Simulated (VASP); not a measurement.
Input of a VASP 6.6.1 run:

Contents of INCAR:

```
SYSTEM = ZrN
ALGO = Normal
DIPOL = 0.5 0.5 0.500
EDIFF = 1E-6
ENCUT = 520
GGA = PE
GGA_COMPAT = .FALSE.
IDIPOL = 3
ISIF = 2
ISMEAR = -1
LASPH = .TRUE.
LCHARG = .FALSE.
LDIPOL = .TRUE.
LREAL = .FALSE.
LWAVE = .FALSE.
NBANDS = 34
NELM = 120
NELMDL = -8
PREC = Accurate
SIGMA = 0.05
```

File KPOINTS:

```
k-points
0
G
  10 10 1
  0 0 0
```

File POSCAR:

```
ZrN
1.0
    3.2489502559      0.0000000000      0.0000000000
    0.0000000000      3.2489502559      0.0000000000
    0.0000000000      0.0000000000     20.5947000000
Zr N
3 3
Direct
    0.2500000000      0.2500000000      0.3949687699
    0.7500000000      0.7500000000      0.5000000065
    0.2500000000      0.2500000000      0.6050312169
    0.7500000000      0.7500000000      0.3845318263
    0.2500000000      0.2500000000      0.4999999971
    0.7500000000      0.7500000000      0.6154681833
```

Potentials or basis: VASP PAW PBE potentials, release 64 (Zr_sv, N).

Launch:

```sh
$ cat potpaw_PBE.64/Zr_sv/POTCAR potpaw_PBE.64/N/POTCAR > POTCAR
$ mpirun -np 1 vasp_std > vasp.out
```

(1) Predict the largest force.

(2) Estimate the band gap on the k mesh.

Results:

(1) 0.016 eV/Å.

(2) zero (an odd number of electrons rules out a gap without spin polarisation).
